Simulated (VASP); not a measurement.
Write the native input for VASP 6.6.1 that does the following.

- Task: single point
- Functional: PBE
- Potentials or basis: VASP PAW PBE potentials, release 64 (Si, Ge_d)
- Cutoff: 520 eV
- k mesh: 12 × 12 × 2
- Occupations: gaussian, width 0.1 eV
- Spin: no spin polarisation
- Dipole correction: no
- Further INCAR settings: ALGO = Normal; EDIFF = 1e-07; NBANDS = 51

The structure of Si3Ge2 lies in POSCAR:

```
Si3Ge2
1.0
    2.8393957302      0.0000000000      0.0000000000
   -1.4196978651      2.4589888338      0.0000000000
    0.0000000000      0.0000000000     23.6873924004
Si Ge
6 4
Direct
    0.6666666667      0.3333333333      0.8063435058
    0.6666666667      0.3333333333      0.1936564942
    0.3333333333      0.6666666667      0.7165008006
    0.3333333333      0.6666666667      0.8962821291
    0.3333333333      0.6666666667      0.1037178709
    0.3333333333      0.6666666667      0.2834991994
    0.6666666667      0.3333333333      0.0000000000
    0.6666666667      0.3333333333      0.3870500903
    0.6666666667      0.3333333333      0.6129499097
    0.3333333333      0.6666666667      0.5000000000
```

These files were run (other wordings do the same):

INCAR

```
ALGO = Normal
EDIFF = 1E-7
ENCUT = 520
GGA = PE
ISIF = 2
ISMEAR = 0
LASPH = True
LCHARG = False
LREAL = False
LWAVE = False
NBANDS = 51
NELM = 100
PREC = Accurate
SIGMA = 0.1
```

KPOINTS

```
k-points
0
Gamma
  12 12 2
```

Potentials or basis: VASP PAW PBE potentials, release 64 (Si, Ge_d).

The run is started by

```bash
$ cat potpaw_PBE.64/Si/POTCAR potpaw_PBE.64/Ge_d/POTCAR > POTCAR
$ mpirun -np 1 vasp_std > vasp.out
```

It gave:

```json
{"Pressure": "0.0 GPa", "Largest force": "0.005 eV/Å", "Band gap on the k mesh": "zero (bands 40 and 41 overlap by 9.63 eV)"}
```

Wall time 6.1 min on 1 thread of Intel(R) Xeon(R) Platinum 8488C (Sapphire Rapids), with other jobs on the host, peak memory 0.44 GiB.
